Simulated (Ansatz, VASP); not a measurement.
**Si4S: VASP beside Ansatz**

```
CELL_PARAMETERS angstrom
5.88761 0.00000 0.00000
0.00000 5.88761 0.00000
0.00000 0.00000 2.54956
ATOMIC_POSITIONS crystal
Si 0.70634 0.29366 0.50000
Si 0.29366 0.70634 0.50000
Si 0.70634 0.70634 0.50000
Si 0.29366 0.29366 0.50000
S 0.00000 0.00000 0.50000
```

Alike in both runs: functional PBE; k mesh 3 × 3 × 5; occupations gaussian, width 0.2 eV; no spin polarisation.

Ansatz relaxed the structure, and its values are those at the end. VASP's run is a single point on that final structure, the one shown.

|  | VASP | Ansatz |
| --- | --- | --- |
| version | VASP 6.6.1 | Ansatz 0.2.0 |
| potentials or method | VASP PAW PBE potentials, release 64 (Si, S), cutoff 500 eV | scalar-relativistic, plane waves, PAW |
| valence electrons in the cell | 22 | 22 |

|  | VASP | Ansatz | Ansatz less VASP |
| --- | --- | --- | --- |
| gap on the k mesh at the Fermi level (eV) | none | none | - |
| pressure (GPa) | 0.1 | 0.1 | +0.07 |
| rms of the force components (eV/Å) | 0.007 | 0.008 | +0.0006 |

A gap of «none» marks a metal or a gap that the smearing closes.

The k mesh is coarse, so the values compare programs but aren't converged.
